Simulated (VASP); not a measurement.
Input of a VASP 6.6.1 run:

File INCAR:

```
PREC     = Accurate       # precision mode
ENCUT    = 520            # plane-wave cutoff, eV
EDIFF    = 1E-6           # SCF threshold, eV
ISMEAR   = 0              # smearing method
SIGMA    = 0.1            # smearing width, eV
LREAL    = Auto         
LASPH    = T              # aspherical terms in the spheres
NELM     = 80             # most SCF steps
ALGO     = Normal         # electronic algorithm
ISIF     = 2              # what is computed and relaxed
LWAVE    = F              # write WAVECAR
LCHARG   = F              # write CHGCAR
LDIPOL   = T            
IDIPOL   = 3            
DIPOL    = 0.5 0.5 0.500
GGA      = PE             # functional
IBRION   = 2              # ionic algorithm
NSW      = 90             # ionic steps
EDIFFG   = -0.03          # ionic threshold
LUSENCCL = F
```

File KPOINTS:

```
regular mesh
0
Gamma
  5 5 1
```

File POSCAR:

```
Pt
1.0
    5.6145835603      0.0000000000      0.0000000000
    0.0000000000      5.6145835603      0.0000000000
    0.0000000000      0.0000000000     22.9551651636
Pt
16
Selective dynamics
Direct
    0.2500000000      0.2500000000      0.3702870330  F F F
    0.2500000000      0.7500000000      0.3702870330  F F F
    0.7500000000      0.2500000000      0.3702870330  F F F
    0.7500000000      0.7500000000      0.3702870330  F F F
    0.5000000000      0.5000000000      0.4567623443  F F F
    0.5000000000      0.0000000000      0.4567623443  F F F
    0.0000000000      0.5000000000      0.4567623443  F F F
    0.0000000000      0.0000000000      0.4567623443  F F F
    0.7500000000      0.7500000000      0.5432376557  T T T
    0.7500000000      0.2500000000      0.5432376557  T T T
    0.2500000000      0.7500000000      0.5432376557  T T T
    0.2500000000      0.2500000000      0.5432376557  T T T
    0.0000000000      0.0000000000      0.6297129670  T T T
    0.0000000000      0.5000000000      0.6297129670  T T T
    0.5000000000      0.0000000000      0.6297129670  T T T
    0.5000000000      0.5000000000      0.6297129670  T T T
```

Potentials or basis: VASP PAW PBE potentials, release 64 (Pt).

Run with:

```bash
$ cat potpaw_PBE.64/Pt/POTCAR > POTCAR
$ mpirun -np 1 vasp_std > vasp.out
```

Problem. Predict the band gap on the k mesh.

Solution. Zero (bands 80 and 81 overlap by 0.61 eV).

Problem. What does it give for the energy gained by relaxing?

Solution. 3.9 meV/atom.

Final structure:
```
Pt
1.0
     5.61458    0.00000    0.00000
     0.00000    5.61458    0.00000
     0.00000    0.00000   22.95517
Pt
16
Cartesian
  1.4036 1.4036 8.5000
  1.4036 4.2109 8.5000
  4.2109 1.4036 8.5000
  4.2109 4.2109 8.5000
  2.8073 2.8073 10.4851
  2.8073 0.0000 10.4851
  0.0000 2.8073 10.4851
  0.0000 0.0000 10.4851
  4.2109 4.2109 12.4408
  4.2109 1.4036 12.4408
  1.4036 4.2109 12.4408
  1.4036 1.4036 12.4408
  0.0000 0.0000 14.3633
  0.0000 2.8073 14.3633
  2.8073 0.0000 14.3633
  2.8073 2.8073 14.3633
```

Caveat: spin-orbit coupling is left out, which moves the levels of the heavy elements.
